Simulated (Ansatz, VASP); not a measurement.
## One calculation of SrO, two programs

Contents of POSCAR:

```
SrO
1.0
    0.0000000000      2.5004575815      2.5004575815
    2.5004575815      0.0000000000      2.5004575815
    2.5004575815      2.5004575815      0.0000000000
Sr O
1 1
Direct
    0.5000000000      0.5000000000      0.5000000000
    0.0000000000      0.0000000000      0.0000000000
```

INCAR.step1

```
SYSTEM = SrO
ALGO = Normal
EDIFF = 1E-4
ENCUT = 520
GGA = PE
ISMEAR = 0
LASPH = .TRUE.
LCHARG = .FALSE.
LREAL = .FALSE.
LWAVE = .TRUE.
NBANDS = 15
NELM = 80
PREC = Accurate
SIGMA = 0.02
```

INCAR.step2

```
SYSTEM = SrO
ALGO = Normal
EDIFF = 1E-6
ENCUT = 520
ISIF = 2
ISMEAR = 0
ISTART = 1
LASPH = .TRUE.
LCHARG = .FALSE.
LMIXTAU = .TRUE.
LREAL = .FALSE.
LWAVE = .FALSE.
METAGGA = R2SCAN
NBANDS = 15
NELM = 80
PREC = Accurate
SIGMA = 0.02
```

The input KPOINTS:

```
k-points
0
G
  8 8 8
  0 0 0
```

Input for Ansatz:

```yaml
crystal:
  lattice:
    - [0.0, 2.5004575797, 2.5004575797]
    - [2.5004575797, 0.0, 2.5004575797]
    - [2.5004575797, 2.5004575797, 0.0]
  atoms:
    - { symbol: Sr, position: [0.5, 0.5, 0.5] }
    - { symbol: O, position: [0.0, 0.0, 0.0] }
basis:
  ecutwfc: 500
kpoints:
  mp_grid: { grid: [8, 8, 8] }
hamiltonian:
  xc: r2scan
scf:
  occupations: { method: gaussian, width: 0.02 }
output:
  forces: true
  stress: true
  eigenvalues: true
```

Alike in both runs: task single point; functional r2SCAN; k mesh 8 × 8 × 8; occupations gaussian, width 0.02 eV; no spin polarisation.

|  | VASP | Ansatz |
| --- | --- | --- |
| version | VASP 6.6.1 | Ansatz 0.2.0 |
| potentials or method | VASP PAW PBE potentials, release 64 (Sr_sv, O), cutoff 520 eV | scalar-relativistic, plane waves, PAW |
| valence electrons in the cell | 16 | 16 |

VASP gave:

```
gap on the k mesh at the Fermi level (eV) : 3.68
least direct gap on the mesh (eV)         : 3.70
pressure (GPa)                            : 11.7
```

Estimate Ansatz's values.

gap on the k mesh at the Fermi level (eV): 3.74; least direct gap on the mesh (eV): 3.74; pressure (GPa): 10.8.

VASP's potentials were made for PBE, not for r2SCAN.
